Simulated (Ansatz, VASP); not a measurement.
Al in VASP and in Ansatz

```
Al
1.0
     0.00000    2.02030    2.02030
     2.02030    0.00000    2.02030
     2.02030    2.02030    0.00000
Al
1
Direct
  0.00000 0.00000 0.00000
```

Alike in both runs: functional PBE; k mesh 48 × 48 × 48; occupations gaussian, width 0.1 eV; no spin polarisation.

Ansatz relaxed the structure, and its values are those at the end. VASP's run is a single point on that final structure, the one shown.

|  | VASP | Ansatz |
| --- | --- | --- |
| version | VASP 6.6.1 | Ansatz 0.2.0 |
| potentials or method | VASP PAW PBE potentials, release 64 (Al) | scalar-relativistic, plane waves, PAW |
| plane-wave cutoff (eV) | 520 | 420 |
| valence electrons in the cell | 3 | 3 |

|  | VASP | Ansatz | Ansatz less VASP |
| --- | --- | --- | --- |
| gap on the k mesh at the Fermi level (eV) | none | none | - |
| pressure (GPa) | 0.0 | 0.0 | +0.04 |

A gap of «none» marks a metal or a gap that the smearing closes. With one functional, cell and mesh, what is left measures potentials, basis and numerics.
